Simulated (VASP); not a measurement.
Runs of VASP 6.6.1 on PbS (kl). The structure is that of space group Fm-3m (No. 225), or close to it. The cells are those of the table. 

```tsv
task	cell	k mesh	smearing	gap on the mesh (eV)	pressure (GPa)
single point	a = 4.134 Å, angles 60.0°, 2 atoms	10 × 10 × 10	gaussian 0.02 eV	0.04	0.0
single point	a = 4.134 Å, angles 60.0°, 2 atoms	10 × 10 × 10	gaussian 0.01 eV	0.04	0.0
relaxation of cell and atoms	relaxed from a = 4.226 Å, angles 60.0°, 2 atoms	10 × 10 × 10	gaussian 0.02 eV	0.04	0.0
single point	a = 4.226 Å, angles 60.0°, 2 atoms	6 × 6 × 6	gaussian 0.1 eV	(a)	-3.7
```

Alike in all rows: level LDA; potentials or basis VASP PAW LDA potentials, release 64 (Pb_d, S); no spin polarisation; cutoff (eV) 500.

Question: Fill in the values left out.

Answer: (a) 0.29.

Caveats: spin-orbit coupling is left out, which moves the levels of the heavy elements.

A k mesh can miss the band edges, and the runs leave out spin-orbit coupling on Pb.
